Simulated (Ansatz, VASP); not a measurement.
SiO2: VASP beside Ansatz

The input INCAR:

```
  PREC = Accurate
  ENCUT = 520
  EDIFF = 1E-6
  ISMEAR = 0
  SIGMA = 0.05
  LREAL = False
  LASPH = True
  NELM = 60
  ALGO = Normal
  ISIF = 2
  LWAVE = False
  LCHARG = True
  GGA = PE
  LELF = True
  LVHAR = True
  NBANDS = 25
```

KPOINTS

```
Automatic mesh
0
Gamma
  6 6 10
```

File POSCAR:

```
SiO2
1.0
    4.1036502217      0.0000000000      0.0000000000
    0.0000000000      4.1036502217      0.0000000000
    0.0000000000      0.0000000000      2.8669794919
Si O
2 4
Direct
    0.5000000000      0.5000000000      0.5000000000
    0.0000000000      0.0000000000      0.0000000000
    0.6930152168      0.6930152168      0.0000000000
    0.1930152168      0.8069847832      0.5000000000
    0.3069847832      0.3069847832      0.0000000000
    0.8069847832      0.1930152168      0.5000000000
```

Input for Ansatz:

```yaml
crystal:
  lattice:
    - [4.1036502217, 0.0, 0.0]
    - [0.0, 4.1036502217, 0.0]
    - [0.0, 0.0, 2.8669794919]
  atoms:
    - { symbol: Si, position: [0.5, 0.5, 0.5] }
    - { symbol: Si, position: [0.0, 0.0, 0.0] }
    - { symbol: O, position: [0.6930152168, 0.6930152168, 0.0] }
    - { symbol: O, position: [0.1930152168, 0.8069847832, 0.5] }
    - { symbol: O, position: [0.3069847832, 0.3069847832, 0.0] }
    - { symbol: O, position: [0.8069847832, 0.1930152168, 0.5] }
basis:
  ecutwfc: 420
kpoints:
  mp_grid: { grid: [6, 6, 10] }
hamiltonian:
  xc: pbe
scf:
  occupations: { method: gaussian, width: 0.05 }
output:
  forces: true
  stress: true
  eigenvalues: true
```

Alike in both runs: task single point; functional PBE; k mesh 6 × 6 × 10; occupations gaussian, width 0.05 eV; no spin polarisation.

|  | VASP | Ansatz |
| --- | --- | --- |
| version | VASP 6.6.1 | Ansatz 0.2.0 |
| potentials or method | VASP PAW PBE potentials, release 64 (Si, O), cutoff 520 eV | scalar-relativistic, plane waves, PAW |
| valence electrons in the cell | 32 | 32 |

```csv
,VASP,Ansatz,Ansatz less VASP
gap on the k mesh at the Fermi level (eV),4.61,4.62,+0.014
least direct gap on the mesh (eV),4.61,4.62,+0.014
pressure (GPa),-2.6,-2.8,-0.12
"traceless stress, the component that is largest in VASP (GPa)",-24.45,-24.62,-0.169
rms of the force components (eV/Å),0.298,0.300,+0.0015
```

Atom by atom the forces differ by 0.002 eV/Å (rms over components).
